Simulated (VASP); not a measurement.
# Sr (P6_3/mmc) in VASP: further runs

The runs below take Sr through single point, with PBE.

Everything below comes from runs of VASP 6.6.1. Logs are shortened: lines on timing, memory, paths and dates and some standing lists are left out, and cuts for length are marked.

**1. The cell of the first run**

The structure is hexagonal, space group P6_3/mmc (No. 194). Conventional cell: a = 3.544 Å, b = 3.544 Å, c = 5.899 Å, α = 90.00°, β = 90.00°, γ = 120.00°. Within 4.7 Å of Sr (site symmetry -6m2) lie 12 Sr at 3.54 to 3.59 Å.

**2. Single point, PBE (Be replaced by Sr, lengths x 1.619, strained)**

The input, INCAR:

```
ALGO = Fast ; EDIFF = 1E-7
ENCUT = 520 ; GGA = PE
ISIF = 2 ; ISMEAR = 0
LASPH = T ; LCHARG = F
LREAL = F ; LWAVE = F
NBANDS = 17 ; NELM = 80
PREC = Accurate ; SIGMA = 0.1
```

The input, KPOINTS:

```
k-points
0
Gamma
  15 15 8
```

The input, POSCAR:

```
Sr
1.0
    3.5440197657      0.0000000000      0.0000000000
   -1.7720098829      3.0692111487      0.0000000000
    0.0000000000      0.0000000000      5.8994872532
Sr
2
Direct
    0.3333333333      0.6666666667      0.2500000000
    0.6666666667      0.3333333333      0.7500000000
```

Potentials or basis: VASP PAW PBE potentials, release 64 (Sr_sv).

The run is started by

```bash
cat potpaw_PBE.64/Sr_sv/POTCAR > POTCAR
mpirun -np 1 vasp_std > vasp.out
```

OUTCAR:

```text
EDIFF = 1E-7
   ENCUT = 520
   GGA = PE
   ISIF = 2
   ISMEAR = 0
   LASPH = T
   LREAL = F
   NELM = 80
   PREC = Accurate

 ion  position               nearest neighbor table
   1  0.333  0.667  0.250-   2 3.59   2 3.59   2 3.59   2 3.59   2 3.59   2 3.59   2 5.04   2 5.04
                             2 5.04   2 5.04   2 5.04   2 5.04
   2  0.667  0.333  0.750-   1 3.59   1 3.59   1 3.59   1 3.59   1 3.59   1 3.59   1 5.04   1 5.04
                             1 5.04   1 5.04   1 5.04   1 5.04

  LATTYP: Found a hexagonal cell.
 ALAT       =     3.5440197657
 C/A-ratio  =     1.6646315888

  Lattice vectors:

 A1 = (   3.5440197657,   0.0000000000,   0.0000000000)
 A2 = (  -1.7720098829,   3.0692111487,   0.0000000000)
 A3 = (   0.0000000000,   0.0000000000,   5.8994872532)

Analysis of symmetry for initial positions (statically):
=====================================================================
 Subroutine PRICEL returns:
 Original cell was already a primitive cell.

 Routine SETGRP: Setting up the symmetry group for a
 hexagonal supercell.

 Subroutine GETGRP returns: Found 24 space group operations
 (whereof 12 operations were pure point group operations)
 out of a pool of 24 trial point group operations.

The static configuration has the point symmetry D_3d.
 The point group associated with its full space group is D_6h.

Analysis of symmetry for dynamics (positions and initial velocities):
=====================================================================
 Subroutine PRICEL returns:
 Original cell was already a primitive cell.

 Routine SETGRP: Setting up the symmetry group for a
 hexagonal supercell.

 Subroutine GETGRP returns: Found 24 space group operations
 (whereof 12 operations were pure point group operations)
 out of a pool of 24 trial point group operations.

The dynamic configuration has the point symmetry D_3d.
 The point group associated with its full space group is D_6h.

 Subroutine INISYM returns: Found 24 space group operations
 (whereof 12 operations are pure point group operations),
 and found     1 'primitive' translations

----------------------------------------------------------------------------------------

                                     Primitive cell

  volume of cell :      64.1708

  direct lattice vectors                    reciprocal lattice vectors
     3.544019766  0.000000000  0.000000000     0.282165469  0.162908310  0.000000000
    -1.772009883  3.069211149  0.000000000     0.000000000  0.325816619  0.000000000
     0.000000000  0.000000000  5.899487253     0.000000000  0.000000000  0.169506257

  length of vectors
     3.544019766  3.544019766  5.899487253     0.325816619  0.325816619  0.169506257

  position of ions in fractional coordinates (direct lattice)
     0.333333333  0.666666667  0.250000000
     0.666666667  0.333333333  0.750000000

  ion indices of the primitive-cell ions
   primitive index   ion index
                 1           1
                 2           2

----------------------------------------------------------------------------------------

 KPOINTS: k-points

Automatic generation of k-mesh.
 Grid dimensions read from file:
 generate k-points for:   15   15    8

 Generating k-lattice:

  Cartesian coordinates                     Fractional coordinates (reciprocal lattice)
     0.018811031  0.010860554  0.000000000     0.066666667  0.000000000  0.000000000
     0.000000000  0.021721108  0.000000000     0.000000000  0.066666667  0.000000000
     0.000000000  0.000000000  0.021188282     0.000000000  0.000000000  0.125000000

  Length of vectors
     0.021721108  0.021721108  0.021188282

  Shift w.r.t. Gamma in fractional coordinates (k-lattice)
     0.000000000  0.000000000  0.000000000

 Subroutine IBZKPT returns following result:
 ===========================================

 Found    135 irreducible k-points:

 Following reciprocal coordinates:
            Coordinates               Weight
  0.000000  0.000000  0.000000      1.000000
  0.066667 -0.000000  0.000000      6.000000
  0.133333  0.000000  0.000000      6.000000
  0.200000  0.000000  0.000000      6.000000
  0.266667  0.000000  0.000000      6.000000
  0.333333  0.000000  0.000000      6.000000
[... 16 lines left out ...]
  0.333333  0.200000  0.000000     12.000000
  0.400000  0.200000  0.000000      6.000000
 [... further k-points ...]
   k-points           NKPTS =    135   k-points in BZ     NKDIM =    135   number of bands    NBANDS=     17
   number of dos      NEDOS =    301   number of ions     NIONS =      2
   total plane-waves  NPLWV =  37632
   dimension x,y,z NGX =    28 NGY =   28 NGZ =   48
   dimension x,y,z NGXF=    56 NGYF=   56 NGZF=   96
   ions per type =               2
   NGX,Y,Z   is equivalent  to a cutoff of  13.13, 13.13, 13.53 a.u.
   NGXF,Y,Z  is equivalent  to a cutoff of  26.27, 26.27, 27.05 a.u.
 SYSTEM =  unknown system
   PREC   = accura    normal or accurate (medium, high low for compatibility)
   ISTART =      0    job   : 0-new  1-cont  2-samecut
   ICHARG =      2    charge: 1-file 2-atom 10-const
   ISPIN  =      1    spin polarized calculation?
   LNONCOLLINEAR =      F non collinear calculations
   LSORBIT =      F    spin-orbit coupling
   LASPH  =      T    aspherical Exc in radial PAW
   ENCUT  =  520.0 eV  38.22 Ry    6.18 a.u.   6.59  6.59 10.97*2*pi/ulx,y,z
   NELM   =     80;   NELMIN=  2; NELMDL= -5     # of ELM steps
   EDIFF  = 0.1E-06   stopping-criterion for ELM
   LREAL  =      F    real-space projection
   EDIFFG = 0.1E-05   stopping-criterion for IOM
   NSW    =      0    number of steps for IOM
   IBRION =     -1    ionic relax: 0-MD 1-quasi-New 2-CG
   NFREE  =      0    steps in history (QN), initial steepest desc. (CG)
   ISIF   =      2    stress and relaxation
   ISYM   =      2    0-nonsym 1-usesym 2-fastsym
   POTIM  = 0.5000    time-step for ionic-motion
   TEBEG  =    0.0;   TEEND  =   0.0 temperature during run
   PSTRESS=    0.0 pullay stress
   NELECT =      20.0000    total number of electrons
   NUPDOWN=      -1.0000    fix difference up-down
   EMIN   =  10.00;   EMAX   =-10.00  energy-range for DOS
   EFERMI =   0.00;   METHOD = LEGACY
   ISMEAR =     0;   SIGMA  =   0.10  broadening in eV -4-tet -1-fermi 0-gaus
   EFERMI_NEDOS =   21; number of points for ismear=-14 and -15
   IALGO  =     68    algorithm
   IMIX   =      4    mixing-type and parameters
     AMIX     =   0.40;   BMIX     =  1.00
     AMIX_MAG =   1.60;   BMIX_MAG =  1.00
  volume/ion in A,a.u.               =      32.09       216.52
  Fermi-wavevector in a.u.,A,eV,Ry     =   1.109956  2.097513 16.762410  1.232002
  Thomas-Fermi vector in A             =   2.246502
   LORBIT       =      0    0 simple, 1 ext, 2 COOP (PROOUT), +10 PAW based schemes
   GGA     = PE    functional components
   LHFCALC =     F    Hartree Fock is set to
   AEXX    =    0.0000 exact exchange contribution
   IVDW    =     0    specifies the selected vdW correction
   LEPSILON=     F    determine dielectric tensor
   LRPA    =     F    only Hartree local field effects (RPA)
 non-spin polarized calculation
 RMM-DIIS sequential band-by-band and
 Gauss-broadening in eV      SIGMA  =   0.10
  energy-cutoff  :      520.00
  volume of cell :       64.17
 maximum number of plane-waves:      1762
 NGX is ok and might be reduce to    28
   NGX = 13   NGY = 13   NGZ = 21

 number of electron      20.0000000 magnetization

 Free energy of the ion-electron system (eV)
  ---------------------------------------------------
  ext. energy  EPLUGINS =         0.00000000
  ---------------------------------------------------
  free energy    TOTEN  =        -1.87417579 eV

  energy without entropy =       -1.86525675  energy(sigma->0) =       -1.86971627

 E-fermi :   3.7063     XC(G=0):  -9.2025

 val. band max:        3.6996493675   @ k =   0.4000   0.1333   0.1250
 cond. band min:       3.7087183828   @ k =   0.2667   0.1333   0.0000
 fundamental gap:      0.0090690153
 Fermi energy:         3.7062887675

 k-point     1 :       0.0000    0.0000    0.0000
  band No.  band energies     occupation
      1     -31.9694      2.00000
      2     -31.8327      2.00000
      3     -14.5752      2.00000
      4     -13.6186      2.00000
      5     -13.6186      2.00000
      6     -13.5014      2.00000
[... 9 lines left out ...]
     16       7.3723      0.00000
     17       8.3501      0.00000

 k-point     2 :       0.0667   -0.0000    0.0000
  band No.  band energies     occupation
      1     -31.9636      2.00000
      2     -31.8296      2.00000
      3     -14.5592      2.00000
      4     -13.6600      2.00000
      5     -13.6308      2.00000
      6     -13.5390      2.00000
[... 9 lines left out ...]
     16       7.4827      0.00000
     17       8.1115      0.00000

 k-point     3 :       0.1333    0.0000    0.0000
  band No.  band energies     occupation
      1     -31.9471      2.00000
      2     -31.8208      2.00000
      3     -14.5127      2.00000
      4     -13.7765      2.00000
      5     -13.6643      2.00000
      6     -13.6574      2.00000
[... 9 lines left out ...]
     16       7.5782      0.00000
     17       7.8597      0.00000

 k-point     4 :       0.2000    0.0000    0.0000
  band No.  band energies     occupation
      1     -31.9222      2.00000
      2     -31.8082      2.00000
      3     -14.4399      2.00000
      4     -13.9466      2.00000
      5     -13.8229      2.00000
      6     -13.7116      2.00000
[... 9 lines left out ...]
     16       7.5711      0.00000
     17       7.6758      0.00000

 k-point     5 :       0.2667    0.0000    0.0000
  band No.  band energies     occupation
      1     -31.8925      2.00000
      2     -31.7948      2.00000
      3     -14.3477      2.00000
      4     -14.1388      2.00000
      5     -14.0021      2.00000
      6     -13.7637      2.00000
[... 9 lines left out ...]
     16       8.1433      0.00000
     17       8.4107      0.00000

 k-point     6 :       0.3333    0.0000    0.0000
  band No.  band energies     occupation
      1     -31.8622      2.00000
      2     -31.7834      2.00000
      3     -14.3185      2.00000
      4     -14.2459      2.00000
      5     -14.1650      2.00000
      6     -13.8118      2.00000
[... 9 lines left out ...]
     16       8.8710      0.00000
     17       9.3091      0.00000

 k-point     7 :       0.4000   -0.0000    0.0000
  band No.  band energies     occupation
      1     -31.8364      2.00000
      2     -31.7765      2.00000
      3     -14.4558      2.00000
      4     -14.2876      2.00000
      5     -14.1493      2.00000
      6     -13.8484      2.00000
[... 9 lines left out ...]
     16       9.7420      0.00000
     17      10.6041      0.00000

 k-point     8 :       0.4667   -0.0000    0.0000
  band No.  band energies     occupation
      1     -31.8206      2.00000
      2     -31.7743      2.00000
      3     -14.5297      2.00000
      4     -14.3533      2.00000
      5     -14.0828      2.00000
      6     -13.8681      2.00000
[... 9 lines left out ...]
     16      10.6454      0.00000
     17      11.3693      0.00000
[... 203 lines left out ...]
      1     -31.8280      2.00000
      2     -31.7748      2.00000
      3     -14.4193      2.00000
      4     -14.2708      2.00000
      5     -14.1168      2.00000
      6     -13.9247      2.00000
[... 9 lines left out ...]
     16       9.2026      0.00000
     17      10.1802      0.00000

 k-point    20 :       0.4000    0.1333    0.0000
  band No.  band energies     occupation
      1     -31.8127      2.00000
      2     -31.7737      2.00000
      3     -14.4840      2.00000
      4     -14.3138      2.00000
      5     -14.0491      2.00000
      6     -13.9587      2.00000
[... 9 lines left out ...]
     16       9.8761      0.00000
     17      10.7616      0.00000

 k-point    21 :       0.2000    0.2000    0.0000
  band No.  band energies     occupation
      1     -31.8547      2.00000
      2     -31.7808      2.00000
      3     -14.2346      2.00000
      4     -14.2202      2.00000
      5     -14.2010      2.00000
      6     -13.8601      2.00000
[... 9 lines left out ...]
     16       8.3207      0.00000
     17       9.4535      0.00000

 k-point    22 :       0.2667    0.2000    0.0000
  band No.  band energies     occupation
      1     -31.8298      2.00000
      2     -31.7749      2.00000
      3     -14.3409      2.00000
      4     -14.2521      2.00000
      5     -14.1253      2.00000
      6     -13.9482      2.00000
[... 9 lines left out ...]
     16       8.8114      0.00000
     17       9.8662      0.00000

 k-point    23 :       0.3333    0.2000    0.0000
  band No.  band energies     occupation
      1     -31.8102      2.00000
      2     -31.7735      2.00000
      3     -14.4129      2.00000
      4     -14.2695      2.00000
      5     -14.0398      2.00000
      6     -14.0252      2.00000
[... 9 lines left out ...]
     16       9.3748      0.00000
     17      10.1033      0.00000

 k-point    24 :       0.4000    0.2000    0.0000
  band No.  band energies     occupation
      1     -31.8019      2.00000
      2     -31.7744      2.00000
      3     -14.4380      2.00000
      4     -14.2710      2.00000
      5     -14.0576      2.00000
      6     -13.9984      2.00000
[... 9 lines left out ...]
     16       9.7397      0.00000
     17      10.2993      0.00000

 [... further k-points ...]
[... 5 lines left out ...]
  --------------------------------------------------------------------------------------
  -------------------------------------------------------------------------------------
  Total        5.5423283      5.5423283      5.4858418     -0.0000000     -0.0000000      0.0000000
  in kB      138.3775581    138.3775581    136.9672370     -0.0000000     -0.0000000      0.0000000
  external PRESSURE =     137.9074510 kB  Pullay stress =       0.0000000 kB

 VOLUME and BASIS-vectors are now :
 -----------------------------------------------------------------------------
  energy-cutoff  :      520.00
  volume of cell :       64.17
      direct lattice vectors                 reciprocal lattice vectors
     3.544019766  0.000000000  0.000000000     0.282165469  0.162908310  0.000000000
    -1.772009883  3.069211149  0.000000000     0.000000000  0.325816619  0.000000000
     0.000000000  0.000000000  5.899487253     0.000000000  0.000000000  0.169506257

 POSITION                                       TOTAL-FORCE (eV/Angst)
 -----------------------------------------------------------------------------------
     -0.00000      2.04614      1.47487        -0.000000     -0.000000      0.000000
      1.77201      1.02307      4.42462         0.000000      0.000000      0.000000
 -----------------------------------------------------------------------------------
    total drift:                               -0.000000      0.000000     -0.000000

  FREE ENERGIE OF THE ION-ELECTRON SYSTEM (eV)
  ---------------------------------------------------
  free  energy   TOTEN  =        -1.8741757903 eV

  energy  without entropy=       -1.8652567542  energy(sigma->0) =       -1.86971627
```

Wall time 1.9 min (1 thread of Intel Xeon Platinum 8488C (Sapphire Rapids), shared host); peak memory 0.27 GiB.

What came out:

```
Free energy            : -1.8742 eV
Pressure               : 13.8 GPa
Band gap on the k mesh : zero (band 10 reaches 4.11 eV, above the bottom of band 11 at 3.29 eV)
```

Caveat: the cell differs from its parent crystal (Be replaced by Sr, lengths x 1.619, strained).

**3. Single point, PBE (Be replaced by Sr, lengths x 1.619, strained)**

The input, INCAR:

```
PREC     = Accurate       # precision mode
ENCUT    = 520            # plane-wave cutoff, eV
EDIFF    = 1E-7           # SCF threshold, eV
ISMEAR   = 0              # smearing method
SIGMA    = 0.1            # smearing width, eV
LREAL    = False          # projectors in reciprocal space
LASPH    = True           # aspherical terms in the spheres
NELM     = 80             # most SCF steps
ALGO     = Fast           # electronic algorithm
ISIF     = 2              # what is computed and relaxed
LWAVE    = False          # write WAVECAR
LCHARG   = False          # write CHGCAR
GGA      = PE             # functional
NBANDS   = 17             # bands
```

The input, KPOINTS:

```
regular mesh
0
Gamma
  15 15 8
```

The input, POSCAR:

```
Sr
1.0
    3.7223188381      0.0000000000      0.0000000000
   -1.8611594191      3.2236226748      0.0000000000
    0.0000000000      0.0000000000      5.4792194625
Sr
2
Direct
    0.3333333333      0.6666666667      0.2500000000
    0.6666666667      0.3333333333      0.7500000000
```

Potentials or basis: VASP PAW PBE potentials, release 64 (Sr_sv).

The run is started by

```bash
cat potpaw_PBE.64/Sr_sv/POTCAR > POTCAR
mpirun -np 1 vasp_std > vasp.out
```

Run time: 2.1 min. Hardware: 1 thread of Intel Xeon Platinum 8488C (Sapphire Rapids), shared host; peak memory 0.26 GiB.

The run converged. Its results:

* Free energy: -1.9204 eV
* Pressure: 12.5 GPa
* Band gap on the k mesh: zero (band 10 reaches 3.81 eV, above the bottom of band 11 at 3.39 eV)

Stress tensor (GPa, compression positive):
```
11.08  0.00  0.00
 0.00 11.08  0.00
 0.00  0.00 15.47
```

Levels at points of the mesh, in eV from the Fermi level:
```
           k point  band 7  band 8  band 9  band 10  band 11  band 12  band 13  band 14
(0.00, 0.00, 0.00)  -17.29  -17.21   -4.04    -1.29     2.32     2.66     2.66     3.64
(0.00, 0.00, 0.50)  -17.39  -17.39   -2.37    -2.37     2.13     2.13     2.51     2.51
```

Caveat: the cell differs from its parent crystal (Be replaced by Sr, lengths x 1.619, strained).
